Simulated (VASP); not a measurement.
SnW2N3, 6 atoms in the cell. The structure is hexagonal, space group P6/mmm (No. 191). The conventional cell has a = 5.277 Å, b = 5.277 Å, c = 3.214 Å, α = 90.00°, β = 90.00°, γ = 120.00°. Within 4.0 Å of Sn (site symmetry 6/mmm) lie 6 W at 3.05 Å and 12 N at 3.09 Å and 2 Sn at 3.21 Å. Within 2.9 Å of W (site symmetry -6m2) lie 6 N at 2.21 Å. Within 2.9 Å of N (site symmetry mmm) lie 4 W at 2.21 Å and 4 N at 2.64 Å. 

```yaml
Program: VASP 6.6.1
Task: single point
Functional: PBE
Potentials_or_basis: VASP PAW PBE potentials, release 64 (Sn_d, W_sv, N)
Cutoff: 520 eV
k_mesh: 6 × 6 × 6
Occupations: gaussian, width 0.1 eV
Spin: no spin polarisation
Dipole_correction: no
Further_INCAR_settings: ALGO = Normal; EDIFF = 1e-06; NBANDS = 38
```

Potentials or basis: VASP PAW PBE potentials, release 64 (Sn_d, W_sv, N).

Launch:

```bash
$ cat potpaw_PBE.64/Sn_d/POTCAR potpaw_PBE.64/W_sv/POTCAR potpaw_PBE.64/N/POTCAR > POTCAR
$ mpirun -np 1 vasp_std > vasp.out
```

Hardware: 1 thread of Intel(R) Xeon(R) Platinum 8488C (Sapphire Rapids) (shared host).

Question: Estimate the wall time of this run.

Answer: Wall time 55 s on 1 thread of Intel(R) Xeon(R) Platinum 8488C (Sapphire Rapids), with other jobs on the host, peak memory 0.23 GiB. Counts: scf iterations 15, k points 28.
